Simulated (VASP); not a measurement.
# ZnSe in VASP: single point with PBE

Aim: the single point of ZnSe with PBE.

Everything below comes from runs of VASP 6.6.1. Logs are shortened: lines on timing, memory, paths and dates and some standing lists are left out, and cuts for length are marked.

### 1 The cell of the first run

The cell holds a slab with vacuum, 16 atoms: a = 8.106 Å, b = 5.732 Å, c = 26.352 Å, α = 90.00°, β = 90.00°, γ = 90.00°.

### 2 Single point, PBE

Contents of INCAR:

```
SYSTEM = ZnSe
PREC = Accurate ; ENCUT = 400
EDIFF = 1E-6 ; ISMEAR = 0
SIGMA = 0.05 ; LREAL = .False.
LASPH = .True. ; NELM = 120
ALGO = Normal ; ISIF = 2
LWAVE = .False. ; LCHARG = .True.
LDIPOL = .True. ; IDIPOL = 3
DIPOL = 0.5 0.5 0.418 ; GGA = PE
LELF = .True. ; LVHAR = .True.
LVACPOTAV = .True. ; NBANDS = 86
GGA_COMPAT = .False. ; NELMDL = -8
```

Contents of KPOINTS:

```
Automatic mesh
0
Gamma
  2 3 1
  0 0 0
```

Contents of POSCAR:

```
ZnSe
1.0
    8.1060462624      0.0000000000      0.0000000000
    0.0000000000      5.7318402808      0.0000000000
    0.0000000000      0.0000000000     26.3515346968
Zn Se
8 8
Direct
    0.2500000000      0.5000000000      0.3035876313
    0.7500000000      0.5000000000      0.3035876313
    0.5000000000      0.0000000000      0.3804906121
    0.0000000000      0.0000000000      0.3804906121
    0.7497004051      0.5027369892      0.4611581140
    0.2495760581      0.5026235424      0.4610925156
   -0.0006179147     -0.0677862421      0.5168547845
    0.4995119104     -0.0678623163      0.5166732551
    0.5000000000      0.2500000000      0.3035876313
    0.0000000000      0.2500000000      0.3035876313
    0.7500000000      0.7500000000      0.3804906121
    0.2500000000      0.7500000000      0.3804906121
   -0.0003341482      0.2535319570      0.4576521717
    0.4996475397      0.2537231653      0.4576018246
    0.2495431670      0.7315807923      0.5400792741
    0.7493838033      0.7318070222      0.5402197976
```

Potentials or basis: VASP PAW PBE potentials, release 64 (Zn, Se).

Started as:

```console
$ cat potpaw_PBE.64/Zn/POTCAR potpaw_PBE.64/Se/POTCAR > POTCAR
$ mpirun -np 1 vasp_std > vasp.out
```

OUTCAR:

```text
SYSTEM = ZnSe
   PREC = Accurate
   ENCUT = 400
   EDIFF = 1E-6
   ISMEAR = 0
   LREAL = .False.
   LASPH = .True.
   NELM = 120
   ISIF = 2
   GGA = PE
   NELMDL = -8

 ion  position               nearest neighbor table
   1  0.250  0.500  0.304-   9 2.48  10 2.48  12 2.48
   2  0.750  0.500  0.304-   9 2.48  10 2.48  11 2.48
   3  0.500  0.000  0.380-  11 2.48  12 2.48   9 2.48  14 2.50
   4  0.000  0.000  0.380-  11 2.48  12 2.48  10 2.48  13 2.50
   5  0.750  0.503  0.461-  16 2.46  14 2.48  13 2.48  11 2.55
   6  0.250  0.503  0.461-  15 2.46  13 2.48  14 2.48  12 2.55
   7  0.999  0.932  0.517-  16 2.41  15 2.41  13 2.41
   8  0.500  0.932  0.517-  16 2.41  15 2.41  14 2.41
   9  0.500  0.250  0.304-   1 2.48   2 2.48   3 2.48
  10  0.000  0.250  0.304-   1 2.48   2 2.48   4 2.48
  11  0.750  0.750  0.380-   3 2.48   4 2.48   2 2.48   5 2.55
  12  0.250  0.750  0.380-   3 2.48   4 2.48   1 2.48   6 2.55
  13  1.000  0.254  0.458-   7 2.41   6 2.48   5 2.48   4 2.50
  14  0.500  0.254  0.458-   8 2.41   6 2.48   5 2.48   3 2.50
  15  0.250  0.732  0.540-   8 2.41   7 2.41   6 2.46
  16  0.749  0.732  0.540-   7 2.41   8 2.41   5 2.46

  LATTYP: Found a simple orthorhombic cell.
 ALAT       =     5.7318402808
 B/A-ratio  =     1.4142135624
 C/A-ratio  =     4.5973951481

  Lattice vectors:

 A1 = (   0.0000000000,  -5.7318402808,   0.0000000000)
 A2 = (   8.1060462624,   0.0000000000,   0.0000000000)
 A3 = (   0.0000000000,   0.0000000000,  26.3515346968)

Analysis of symmetry for initial positions (statically):
=====================================================================
 Subroutine PRICEL returns:
 Original cell was already a primitive cell.

 Routine SETGRP: Setting up the symmetry group for a
 simple orthorhombic supercell.

 Subroutine GETGRP returns: Found  1 space group operations
 (whereof  1 operations were pure point group operations)
 out of a pool of  8 trial point group operations.

The static configuration has the point symmetry C_1 .

Analysis of symmetry for dynamics (positions and initial velocities):
=====================================================================
 Subroutine PRICEL returns:
 Original cell was already a primitive cell.

 Routine SETGRP: Setting up the symmetry group for a
 simple orthorhombic supercell.

 Subroutine GETGRP returns: Found  1 space group operations
 (whereof  1 operations were pure point group operations)
 out of a pool of  8 trial point group operations.

The dynamic configuration has the point symmetry C_1 .

 Subroutine INISYM returns: Found  1 space group operations
 (whereof  1 operations are pure point group operations),
 and found     1 'primitive' translations

----------------------------------------------------------------------------------------

                                     Primitive cell

  volume of cell :    1224.3598

  direct lattice vectors                    reciprocal lattice vectors
     8.106046262  0.000000000  0.000000000     0.123364704  0.000000000  0.000000000
     0.000000000  5.731840281  0.000000000     0.000000000  0.174464038  0.000000000
     0.000000000  0.000000000 26.351534697     0.000000000  0.000000000  0.037948454

  length of vectors
     8.106046262  5.731840281 26.351534697     0.123364704  0.174464038  0.037948454

  position of ions in fractional coordinates (direct lattice)
     0.250000000  0.500000000  0.303587631
     0.750000000  0.500000000  0.303587631
     0.500000000  0.000000000  0.380490612
     0.000000000  0.000000000  0.380490612
     0.749700405  0.502736989  0.461158114
     0.249576058  0.502623542  0.461092516
[... 8 lines left out ...]
     0.249543167  0.731580792  0.540079274
     0.749383803  0.731807022  0.540219798

  ion indices of the primitive-cell ions
   primitive index   ion index
                 1           1
                 2           2
                 3           3
                 4           4
                 5           5
                 6           6
[... 8 lines left out ...]
                15          15
                16          16

----------------------------------------------------------------------------------------

 KPOINTS: Automatic mesh

Automatic generation of k-mesh.
 Grid dimensions read from file:
 generate k-points for:    2    3    1

 Generating k-lattice:

  Cartesian coordinates                     Fractional coordinates (reciprocal lattice)
     0.061682352  0.000000000  0.000000000     0.500000000  0.000000000  0.000000000
     0.000000000  0.058154679  0.000000000     0.000000000  0.333333333  0.000000000
     0.000000000  0.000000000  0.037948454     0.000000000  0.000000000  1.000000000

  Length of vectors
     0.061682352  0.058154679  0.037948454

  Shift w.r.t. Gamma in fractional coordinates (k-lattice)
     0.000000000  0.000000000  0.000000000

 Subroutine IBZKPT returns following result:
 ===========================================

 Found      4 irreducible k-points:

 Following reciprocal coordinates:
            Coordinates               Weight
  0.000000  0.000000  0.000000      1.000000
  0.500000  0.000000  0.000000      1.000000
  0.000000  0.333333  0.000000      2.000000
  0.500000  0.333333  0.000000      2.000000
   k-points           NKPTS =      4   k-points in BZ     NKDIM =      4   number of bands    NBANDS=     86
   number of dos      NEDOS =    301   number of ions     NIONS =     16
   total plane-waves  NPLWV = 388800
   dimension x,y,z NGX =    54 NGY =   40 NGZ =  180
   dimension x,y,z NGXF=   108 NGYF=   80 NGZF=  360
   ions per type =               8   8
   NGX,Y,Z   is equivalent  to a cutoff of  11.07, 11.60, 11.36 a.u.
   NGXF,Y,Z  is equivalent  to a cutoff of  22.15, 23.20, 22.71 a.u.
 SYSTEM =  ZnSe
   PREC   = accura    normal or accurate (medium, high low for compatibility)
   ISTART =      0    job   : 0-new  1-cont  2-samecut
   ICHARG =      2    charge: 1-file 2-atom 10-const
   ISPIN  =      1    spin polarized calculation?
   LNONCOLLINEAR =      F non collinear calculations
   LSORBIT =      F    spin-orbit coupling
   LASPH  =      T    aspherical Exc in radial PAW
   ENCUT  =  400.0 eV  29.40 Ry    5.42 a.u.  13.22  9.35 42.97*2*pi/ulx,y,z
   NELM   =    120;   NELMIN=  2; NELMDL= -8     # of ELM steps
   EDIFF  = 0.1E-05   stopping-criterion for ELM
   LREAL  =      F    real-space projection
   EDIFFG = 0.1E-04   stopping-criterion for IOM
   NSW    =      0    number of steps for IOM
   IBRION =     -1    ionic relax: 0-MD 1-quasi-New 2-CG
   NFREE  =      0    steps in history (QN), initial steepest desc. (CG)
   ISIF   =      2    stress and relaxation
   ISYM   =      2    0-nonsym 1-usesym 2-fastsym
   POTIM  = 0.5000    time-step for ionic-motion
   TEBEG  =    0.0;   TEEND  =   0.0 temperature during run
   PSTRESS=    0.0 pullay stress
   NELECT =     144.0000    total number of electrons
   NUPDOWN=      -1.0000    fix difference up-down
   EMIN   =  10.00;   EMAX   =-10.00  energy-range for DOS
   EFERMI =   0.00;   METHOD = LEGACY
   ISMEAR =     0;   SIGMA  =   0.05  broadening in eV -4-tet -1-fermi 0-gaus
   EFERMI_NEDOS =   21; number of points for ismear=-14 and -15
   IALGO  =     38    algorithm
   IMIX   =      4    mixing-type and parameters
     AMIX     =   0.40;   BMIX     =  1.00
     AMIX_MAG =   1.60;   BMIX_MAG =  1.00
  volume/ion in A,a.u.               =      76.52       516.40
  Fermi-wavevector in a.u.,A,eV,Ry     =   0.802095  1.515740  8.753402  0.643357
  Thomas-Fermi vector in A             =   1.909708
   LORBIT       =      0    0 simple, 1 ext, 2 COOP (PROOUT), +10 PAW based schemes
   GGA     = PE    functional components
   LHFCALC =     F    Hartree Fock is set to
   AEXX    =    0.0000 exact exchange contribution
   IVDW    =     0    specifies the selected vdW correction
   LEPSILON=     F    determine dielectric tensor
   LRPA    =     F    only Hartree local field effects (RPA)
 non-spin polarized calculation
 Gauss-broadening in eV      SIGMA  =   0.05
  energy-cutoff  :      400.00
  volume of cell :     1224.36
 maximum number of plane-waves:     22294
 NGX is ok and might be reduce to    54
   NGX = 27   NGY = 19   NGZ = 85

 dipolmoment           0.000000      0.000000     -0.000006 electrons x Angstroem

 number of electron     143.9999943 magnetization

 dipolmoment           0.000000      0.000000      0.082305 electrons x Angstroem

 Free energy of the ion-electron system (eV)
  ---------------------------------------------------
  ext. energy  EPLUGINS =         0.00000000
  ---------------------------------------------------
  free energy    TOTEN  =       -45.35496918 eV

  energy without entropy =      -45.35496918  energy(sigma->0) =      -45.35496918

 E-fermi :  -3.1279     XC(G=0):  -3.3358

 val. band max:       -3.3703990220   @ k =   0.0000   0.0000   0.0000
 cond. band min:      -2.0173885599   @ k =   0.0000   0.0000   0.0000
 fundamental gap:      1.3530104622
 Fermi energy:        -3.1279125194

 k-point     1 :       0.0000    0.0000    0.0000
  band No.  band energies     occupation
      1     -16.2062      2.00000
      2     -15.6994      2.00000
      3     -15.6558      2.00000
      4     -15.5477      2.00000
      5     -15.3428      2.00000
      6     -15.1817      2.00000
[... 76 lines left out ...]
     83       0.9938      0.00000
     84       1.1775      0.00000

 k-point     2 :       0.5000    0.0000    0.0000
  band No.  band energies     occupation
      1     -15.9915      2.00000
      2     -15.9902      2.00000
      3     -15.5745      2.00000
      4     -15.5741      2.00000
      5     -15.2696      2.00000
      6     -15.2678      2.00000
[... 76 lines left out ...]
     83       1.2959      0.00000
     84       1.2991      0.00000

 k-point     3 :       0.0000    0.3333    0.0000
  band No.  band energies     occupation
      1     -16.0334      2.00000
      2     -15.7204      2.00000
      3     -15.6445      2.00000
      4     -15.5394      2.00000
      5     -15.4526      2.00000
      6     -15.1772      2.00000
[... 76 lines left out ...]
     83       1.1985      0.00000
     84       1.5991      0.00000

 k-point     4 :       0.5000    0.3333    0.0000
  band No.  band energies     occupation
      1     -15.8628      2.00000
      2     -15.8616      2.00000
      3     -15.6171      2.00000
      4     -15.6165      2.00000
      5     -15.3218      2.00000
      6     -15.3200      2.00000
[... 76 lines left out ...]
     83       2.0235      0.00000
     84       2.0241      0.00000
 [bands above 84 left out]

------------------------ aborting loop because EDIFF is reached ----------------------------------------

  FORCE on cell =-STRESS in cart. coord.  units (eV):
  Direction    XX          YY          ZZ          XY          YZ          ZX
  --------------------------------------------------------------------------------------
  -------------------------------------------------------------------------------------
  Total       -2.9697642     -2.8597722     -1.0875142      0.0050248      1.9932056      0.0196254
  in kB       -3.8861851     -3.7422514     -1.4231034      0.0065753      2.6082764      0.0256815
  external PRESSURE =      -3.0171799 kB  Pullay stress =       0.0000000 kB

 VOLUME and BASIS-vectors are now :
 -----------------------------------------------------------------------------
  energy-cutoff  :      400.00
  volume of cell :     1224.36
      direct lattice vectors                 reciprocal lattice vectors
     8.106046262  0.000000000  0.000000000     0.123364704  0.000000000  0.000000000
     0.000000000  5.731840281  0.000000000     0.000000000  0.174464038  0.000000000
     0.000000000  0.000000000 26.351534697     0.000000000  0.000000000  0.037948454

 POSITION                                       TOTAL-FORCE (eV/Angst)
 -----------------------------------------------------------------------------------
      2.02651      2.86592      8.00000         0.000185     -1.023880      1.033198
      6.07953      2.86592      8.00000        -0.000173     -1.024457      1.033436
      4.05302      0.00000     10.02651         0.000785      0.259801     -0.072980
      0.00000      0.00000     10.02651        -0.000423      0.260031     -0.070919
      6.07711      2.88161     12.15222         0.001023      0.003738     -0.001559
      2.02308      2.88096     12.15050         0.000302      0.002782     -0.003995
[... 8 lines left out ...]
      2.02281      4.19330     14.23192        -0.000235     -0.007863      0.031196
      6.07454      4.19460     14.23562         0.002573     -0.015188      0.021237
 -----------------------------------------------------------------------------------
    total drift:                               -0.001857     -0.003871      0.000431

  FREE ENERGIE OF THE ION-ELECTRON SYSTEM (eV)
  ---------------------------------------------------
  free  energy   TOTEN  =       -45.3549691825 eV

  energy  without entropy=      -45.3549691825  energy(sigma->0) =      -45.35496918

 vacuum level on the upper side and lower side of the slab         2.233         1.912
```

Run time: 17 min. Hardware: 1 thread of Oxide Virtual Turin-like, shared host; peak memory 0.8 GiB.

Results:

```
Free energy            : -45.3550 eV
Largest force          : 1.455 eV/Å
Band gap on the k mesh : 1.35 eV
```

Forces on the atoms (eV/Å):
```
Zn   0.000 -1.024  1.033
Zn   0.000 -1.024  1.033
Zn   0.001  0.260 -0.073
Zn   0.000  0.260 -0.071
Zn   0.001  0.004 -0.002
Zn   0.000  0.003 -0.004
Zn   0.003  0.001 -0.006
Zn  -0.003  0.003  0.004
Se   0.000  0.523 -0.855
Se   0.000  0.523 -0.854
Se  -0.002  0.240 -0.124
Se  -0.003  0.240 -0.129
Se  -0.003  0.007 -0.003
Se   0.003  0.008 -0.003
Se   0.000 -0.008  0.031
Se   0.003 -0.015  0.021
```
